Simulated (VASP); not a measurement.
Write the native input for VASP 6.6.1 that does the following.

* Task: single point
* Functional: PBE
* Potentials or basis: VASP PAW PBE potentials, release 64 (Si, Co)
* Cutoff: 520 eV
* k mesh: 2 × 2 × 2
* Occupations: gaussian, width 0.02 eV
* Spin: collinear spin, ferromagnetic start
* Starting moments: [0.0, 0.0, 0.0, 0.0, 0.0, 0.0, 0.0, 0.0, 0.0, 0.0, 0.0, 0.0, 0.0, 0.0, 0.0, 0.0, 3.0] μB
* Dipole correction: no
* Further INCAR settings: LREAL = Auto; ALGO = Normal; EDIFF = 1e-06; NBANDS = 54

The structure of CoSi16 (a cell with a defect) lies in POSCAR:

```
CoSi16
1.0
    0.0000000000      5.4700937627     -5.4700937627
    5.4700937627      5.4700937627      0.0000000000
    5.4700937627      0.0000000000     -5.4700937627
Si Co
16 1
Direct
    0.1299872669      0.1293098127      0.1278209796
    0.1233190520      0.6250909203      0.1265205001
    0.6182975276      0.1261432326      0.1267992323
    0.6266974394      0.6241872011      0.1189941732
    0.1225790198      0.1247829275      0.6309081749
    0.1230720927      0.6264551207      0.6229781457
    0.6270729685      0.1216428655      0.6224293918
    0.6239717010      0.6248315484      0.6243001539
    0.2509148007      0.7537886794      0.2474319056
    0.2467440198      0.2531594652      0.2585603715
    0.7469141593      0.7505246486      0.2482845501
    0.7532548266      0.2486865475      0.2469547219
    0.2479937407      0.7488219461      0.7513634104
    0.2512813002      0.2506466075      0.7532259906
    0.7503747199      0.7490458961      0.7465481311
    0.7461339752      0.2488049314      0.7518690327
   -0.0046177197      0.0032724351      0.0105402498
```

This cell differs from its parent crystal: with an interstitial atom, then relaxed in part.

One way to write it, as run:

INCAR

```
SYSTEM = CoSi16
PREC     = Accurate       ! precision mode
ENCUT    = 520            ! plane-wave cutoff, eV
EDIFF    = 1E-6           ! SCF threshold, eV
ISMEAR   = 0              ! smearing method
SIGMA    = 0.02           ! smearing width, eV
LREAL    = Auto         
LASPH    = .TRUE.         ! aspherical terms in the spheres
NELM     = 150            ! most SCF steps
ALGO     = Normal         ! electronic algorithm
ISIF     = 2              ! what is computed and relaxed
LWAVE    = .FALSE.        ! write WAVECAR
LCHARG   = .FALSE.        ! write CHGCAR
ISPIN    = 2              ! spin polarisation
MAGMOM   = 0 0 0 0 0 0 0 0 0 0 0 0 0 0 0 0 3 ! initial moments
LORBIT   = 11             ! projections on sites
LMAXMIX  = 4              ! l up to which the mixer works
GGA      = PE             ! functional
NBANDS   = 54             ! bands
```

KPOINTS

```
Automatic mesh
0
G
  2 2 2
  0 0 0
```

Potentials or basis: VASP PAW PBE potentials, release 64 (Si, Co).

The run is started by

```sh
$ cat potpaw_PBE.64/Si/POTCAR potpaw_PBE.64/Co/POTCAR > POTCAR
$ mpirun -np 1 vasp_std > vasp.out
```

It gave:

```
Pressure                                              : 0.0 GPa
Largest force                                         : 0.008 eV/Å
Net moment                                            : 1.25 μB per cell
Site moments                                          : Si +0.02, +0.03, +0.01, -0.00, +0.00 (each value once); Co +0.95 μB
Valence electrons inside the program's atomic spheres : Si 1.68, 1.67, 1.69 (each value once); Co 8.28
```

Caveat: the k points lie up to 0.50 Å⁻¹ apart; the cell differs from its parent crystal (with an interstitial atom, then relaxed in part).

Run time: 6.9 min on 1 thread of Intel(R) Xeon(R) 6975P-C (Granite Rapids), on a shared host, peak memory 0.72 GiB.
